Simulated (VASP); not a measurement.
## GaCuSe2: single point with PBE

GaCuSe2:

```xyz
8
Lattice="-2.8363 2.8363 5.6302 2.8363 -2.8363 5.6302 2.8363 2.8363 -5.6302" Properties=species:S:1:pos:R:3 pbc="T T T"
Cu    0.0000    0.0000    0.0000
Cu    0.0000    2.8363    2.8151
Se    1.3830    1.4181    1.4075
Se    1.4181   -1.4533    4.2226
Se    1.4533    1.4181    7.0377
Se   -1.4181    1.4533    4.2226
Ga    0.0000    0.0000    5.6302
Ga    2.8363    0.0000    2.8151
```

| Property | Result |
| --- | --- |
| Program | VASP 6.6.1 |
| Task | single point |
| Functional | PBE |
| Potentials or basis | VASP PAW PBE potentials, release 64 (Cu, Se, Ga_d) |
| Cutoff | 520 eV |
| k mesh | 6 × 6 × 6 |
| Occupations | gaussian, width 0.01 eV |
| Spin | no spin polarisation |

```yaml
Pressure: 0.2 GPa
Largest_force: 0.014 eV/Å
```

Forces in eV/Å, atoms in the order of the input:
```
Cu   0.000  0.000  0.000
Cu   0.000  0.000  0.000
Se   0.014  0.000  0.000
Se   0.000  0.014  0.000
Se  -0.014  0.000  0.000
Se   0.000 -0.014  0.000
Ga   0.000  0.000  0.000
Ga   0.000  0.000  0.000
```

Levels at points of the mesh, in eV from the Fermi level:
```csv
k point,band 34,band 35,band 36,band 37,band 38,band 39
"(0.00, 0.00, 0.00)",-0.10,-0.10,-0.01,0.01,1.97,2.10
"(0.50, 0.00, 0.00)",-1.16,-1.09,-0.54,1.96,2.36,3.15
"(0.50, 0.50, 0.00)",-0.81,-0.47,-0.47,0.98,0.98,3.29
"(0.50, 0.50, 0.50)",-1.16,-0.87,-0.87,1.68,1.68,1.96
```

It took 3.8 min on 1 thread of Intel(R) Xeon(R) 6975P-C (Granite Rapids), with other jobs on the host, peak memory 0.53 GiB.
